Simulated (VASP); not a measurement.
Input of a VASP 6.6.1 run:

INCAR

```
SYSTEM = Sn2TeS
ALGO = Normal ; EDIFF = 1E-6
ENCUT = 520 ; GGA = PE
ISIF = 2 ; ISMEAR = 0
LASPH = .TRUE. ; LCHARG = .FALSE.
LREAL = .FALSE. ; LWAVE = .FALSE.
NBANDS = 28 ; NELM = 100
PREC = Accurate ; SIGMA = 0.1
```

File KPOINTS:

```
k-points
0
G
  6 6 4
  0 0 0
```

File POSCAR:

```
Sn2TeS
1.0
    4.2441528850      0.0000000000      0.0000000000
   -2.1220764425      3.6755442160      0.0000000000
    0.0000000000      0.0000000000      7.5509128220
Sn Te S
2 1 1
Direct
    0.0000000000      0.0000000000      0.2716189731
    0.0000000000      0.0000000000      0.7283810269
    0.3333333333      0.6666666667      0.0000000000
    0.6666666667      0.3333333333      0.5000000000
```

Potentials or basis: VASP PAW PBE potentials, release 64 (Sn_d, Te, S).

The run is started by

```console
$ cat potpaw_PBE.64/Sn_d/POTCAR potpaw_PBE.64/Te/POTCAR potpaw_PBE.64/S/POTCAR > POTCAR
$ mpirun -np 1 vasp_std > vasp.out
```

(1) What does it give for the largest force?

(2) Estimate the pressure.

(3) What does it give for the band gap on the k mesh?

Answers

(1) 0.012 eV/Å.

(2) -0.2 GPa.

(3) zero (band 20 reaches 6.44 eV, above the bottom of band 21 at 6.06 eV).

Caveat: spin-orbit coupling is left out, which moves the levels of the heavy elements.
